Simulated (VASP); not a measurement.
# Be2Cd2S (P-6m2) in VASP: single point with PBE

Aim: the single point of Be2Cd2S with PBE.

All numbers are computed with VASP 6.6.1; they aren't measurements. Logs are shortened: lines on timing, memory, paths and dates and some standing lists are left out, and cuts for length are marked.

## Step 1: The cell of the first run

The structure is hexagonal, space group P-6m2 (No. 187). The conventional cell has a = 3.448 Å, b = 3.448 Å, c = 8.451 Å, α = 90.00°, β = 90.00°, γ = 120.00°. Be (site symmetry 3m) has 3 Cd at 2.07 Å and 1 S at 2.10 Å within 2.7 Å. Within 2.7 Å of Cd (site symmetry 3m) lie 3 Be at 2.07 Å. S (site symmetry -6m2) has 2 Be at 2.10 Å within 2.8 Å.

## Step 2: Single point, PBE

INCAR reads:

```
SYSTEM = Be2Cd2S
  ALGO = Normal
  EDIFF = 1E-6
  ENCUT = 520
  GGA = PE
  ISIF = 2
  ISMEAR = 0
  LASPH = .TRUE.
  LCHARG = .FALSE.
  LREAL = .FALSE.
  LWAVE = .FALSE.
  NBANDS = 25
  NELM = 100
  PREC = Accurate
  SIGMA = 0.1
```

KPOINTS reads:

```
k-points
0
G
  6 6 2
  0 0 0
```

POSCAR reads:

```
Be2Cd2S
1.0
    3.4479942600      0.0000000000      0.0000000000
   -1.7239971300      2.9860506200      0.0000000000
    0.0000000000      0.0000000000      8.4511678100
Be Cd S
2 2 1
Direct
    0.0000000000      0.0000000000      0.2484938600
    0.0000000000      0.0000000000      0.7515061400
    0.6666666700      0.3333333300      0.3173901400
    0.6666666700      0.3333333300      0.6826098600
    0.0000000000      0.0000000000      0.0000000000
```

Potentials or basis: VASP PAW PBE potentials, release 64 (Be, Cd, S).

Run with:

```bash
> cat potpaw_PBE.64/Be/POTCAR potpaw_PBE.64/Cd/POTCAR potpaw_PBE.64/S/POTCAR > POTCAR
> mpirun -np 1 vasp_std > vasp.out
```

OUTCAR:

```text
SYSTEM = Be2Cd2S
   EDIFF = 1E-6
   ENCUT = 520
   GGA = PE
   ISIF = 2
   ISMEAR = 0
   LASPH = .TRUE.
   LREAL = .FALSE.
   NELM = 100
   PREC = Accurate

 ion  position               nearest neighbor table
   1  0.000  0.000  0.248-   3 2.07   3 2.07   3 2.07   5 2.10
   2  0.000  0.000  0.752-   4 2.07   4 2.07   4 2.07   5 2.10
   3  0.667  0.333  0.317-   1 2.07   1 2.07   1 2.07   4 3.09
   4  0.667  0.333  0.683-   2 2.07   2 2.07   2 2.07   3 3.09
   5  0.000  0.000  0.000-   2 2.10   1 2.10

  LATTYP: Found a hexagonal cell.
 ALAT       =     3.4479942600
 C/A-ratio  =     2.4510388280

  Lattice vectors:

 A1 = (   3.4479942600,   0.0000000000,   0.0000000000)
 A2 = (  -1.7239971300,   2.9860506200,   0.0000000000)
 A3 = (   0.0000000000,   0.0000000000,   8.4511678100)

Analysis of symmetry for initial positions (statically):
=====================================================================
 Subroutine PRICEL returns:
 Original cell was already a primitive cell.

 Routine SETGRP: Setting up the symmetry group for a
 hexagonal supercell.

 Subroutine GETGRP returns: Found 12 space group operations
 (whereof 12 operations were pure point group operations)
 out of a pool of 24 trial point group operations.

The static configuration has the point symmetry D_3h.

Analysis of symmetry for dynamics (positions and initial velocities):
=====================================================================
 Subroutine PRICEL returns:
 Original cell was already a primitive cell.

 Routine SETGRP: Setting up the symmetry group for a
 hexagonal supercell.

 Subroutine GETGRP returns: Found 12 space group operations
 (whereof 12 operations were pure point group operations)
 out of a pool of 24 trial point group operations.

The dynamic configuration has the point symmetry D_3h.

 Subroutine INISYM returns: Found 12 space group operations
 (whereof 12 operations are pure point group operations),
 and found     1 'primitive' translations

----------------------------------------------------------------------------------------

                                     Primitive cell

  volume of cell :      87.0123

  direct lattice vectors                    reciprocal lattice vectors
     3.447994260  0.000000000  0.000000000     0.290023685  0.167445252  0.000000000
    -1.723997130  2.986050620  0.000000000     0.000000000  0.334890505  0.000000000
     0.000000000  0.000000000  8.451167810     0.000000000  0.000000000  0.118326842

[... 79 lines left out ...]
   LREAL  =      F    real-space projection
   EDIFFG = 0.1E-04   stopping-criterion for IOM
   NSW    =      0    number of steps for IOM
   IBRION =     -1    ionic relax: 0-MD 1-quasi-New 2-CG
   NFREE  =      0    steps in history (QN), initial steepest desc. (CG)
   ISIF   =      2    stress and relaxation
   ISYM   =      2    0-nonsym 1-usesym 2-fastsym
   POTIM  = 0.5000    time-step for ionic-motion
   TEBEG  =    0.0;   TEEND  =   0.0 temperature during run
   PSTRESS=    0.0 pullay stress
   NELECT =      34.0000    total number of electrons
   NUPDOWN=      -1.0000    fix difference up-down
   EMIN   =  10.00;   EMAX   =-10.00  energy-range for DOS
   EFERMI =   0.00;   METHOD = LEGACY
   ISMEAR =     0;   SIGMA  =   0.10  broadening in eV -4-tet -1-fermi 0-gaus
   EFERMI_NEDOS =   21; number of points for ismear=-14 and -15
   IALGO  =     38    algorithm
   IMIX   =      4    mixing-type and parameters
     AMIX     =   0.40;   BMIX     =  1.00
     AMIX_MAG =   1.60;   BMIX_MAG =  1.00
  volume/ion in A,a.u.               =      17.40       117.44
  Fermi-wavevector in a.u.,A,eV,Ry     =   1.196854  2.261725 19.489778  1.432458
  Thomas-Fermi vector in A             =   2.332783
   LORBIT       =      0    0 simple, 1 ext, 2 COOP (PROOUT), +10 PAW based schemes
   GGA     = PE    functional components
   LHFCALC =     F    Hartree Fock is set to
   AEXX    =    0.0000 exact exchange contribution
   IVDW    =     0    specifies the selected vdW correction
   LEPSILON=     F    determine dielectric tensor
   LRPA    =     F    only Hartree local field effects (RPA)
 non-spin polarized calculation
 Gauss-broadening in eV      SIGMA  =   0.10
  energy-cutoff  :      520.00
  volume of cell :       87.01
 maximum number of plane-waves:      2368
 NGX is ok and might be reduce to    28
   NGX = 13   NGY = 13   NGZ = 31

 number of electron      33.9999991 magnetization

 Free energy of the ion-electron system (eV)
  ---------------------------------------------------
  ext. energy  EPLUGINS =         0.00000000
  ---------------------------------------------------
  free energy    TOTEN  =        -7.71936661 eV

  energy without entropy =       -7.69779250  energy(sigma->0) =       -7.70857955

 E-fermi :   3.1441     XC(G=0): -10.0171

 val. band max:        3.1172819642   @ k =   0.3333   0.1667   0.5000
 cond. band min:       3.1500937713   @ k =   0.3333   0.3333   0.0000
 fundamental gap:      0.0328118071
 Fermi energy:         3.1441160124

 k-point     1 :       0.0000    0.0000    0.0000
  band No.  band energies     occupation
      1      -9.8061      2.00000
      2      -7.0608      2.00000
      3      -7.0608      2.00000
      4      -7.0520      2.00000
      5      -7.0271      2.00000
      6      -7.0271      2.00000
[... 381 lines left out ...]
     24      11.3917      0.00000
     25      11.9449      0.00000

------------------------ aborting loop because EDIFF is reached ----------------------------------------

  FORCE on cell =-STRESS in cart. coord.  units (eV):
  Direction    XX          YY          ZZ          XY          YZ          ZX
  --------------------------------------------------------------------------------------
  -------------------------------------------------------------------------------------
  Total       16.9667042     16.9667042     -2.5025788      0.0000000      0.0000000     -0.0000000
  in kB      312.4119563    312.4119561    -46.0805790      0.0000000      0.0000000     -0.0000000
  external PRESSURE =     192.9144445 kB  Pullay stress =       0.0000000 kB

 VOLUME and BASIS-vectors are now :
 -----------------------------------------------------------------------------
  energy-cutoff  :      520.00
  volume of cell :       87.01
      direct lattice vectors                 reciprocal lattice vectors
     3.447994260  0.000000000  0.000000000     0.290023685  0.167445252  0.000000000
    -1.723997130  2.986050620  0.000000000     0.000000000  0.334890505  0.000000000
     0.000000000  0.000000000  8.451167810     0.000000000  0.000000000  0.118326842

 POSITION                                       TOTAL-FORCE (eV/Angst)
 -----------------------------------------------------------------------------------
      0.00000      0.00000      2.10006        -0.000000     -0.000000     -3.967812
      0.00000      0.00000      6.35110        -0.000000     -0.000000      3.967812
      1.72400      0.99535      2.68232         0.000000     -0.000000      2.242165
      1.72400      0.99535      5.76885         0.000000     -0.000000     -2.242165
      0.00000      0.00000      0.00000        -0.000000      0.000000      0.000000
 -----------------------------------------------------------------------------------
    total drift:                               -0.000012      0.000007      0.000000

  FREE ENERGIE OF THE ION-ELECTRON SYSTEM (eV)
  ---------------------------------------------------
  free  energy   TOTEN  =        -7.7193666098 eV

  energy  without entropy=       -7.6977924976  energy(sigma->0) =       -7.70857955
```

It took 14 s on 1 thread of Intel Xeon 6975P-C (Granite Rapids), shared host; peak memory 0.22 GiB.

What came out:

| Quantity | Value |
| --- | --- |
| Free energy | -7.7194 eV |
| Pressure | 19.3 GPa |
| Largest force | 3.968 eV/Å |
| Band gap on the k mesh | zero (band 17 reaches 5.03 eV, above the bottom of band 18 at 1.76 eV) |

Forces on the atoms (eV/Å):
```
Be   0.000  0.000 -3.968
Be   0.000  0.000  3.968
Cd   0.000  0.000  2.242
Cd   0.000  0.000 -2.242
S    0.000  0.000  0.000
```

Levels at points of the mesh, in eV from the Fermi level:
| k point | band 14 | band 15 | band 16 | band 17 | band 18 | band 19 |
| --- | --- | --- | --- | --- | --- | --- |
| (0.00, 0.00, 0.00) | -3.03 | -0.81 | 0.22 | 0.22 | 5.36 | 5.36 |
| (0.50, 0.00, 0.00) | -3.34 | -3.32 | -2.32 | -1.21 | -0.83 | 2.28 |
| (0.00, 0.00, 0.50) | -4.93 | 0.22 | 0.22 | 1.89 | 2.49 | 5.15 |
| (0.50, 0.00, 0.50) | -4.14 | -2.41 | -2.19 | -1.24 | -0.79 | 1.65 |

Caveat: the k points lie up to 0.37 Å⁻¹ apart; forces of over 1 eV/Å act on the atoms, so gaps and moduli don't describe the material at rest.
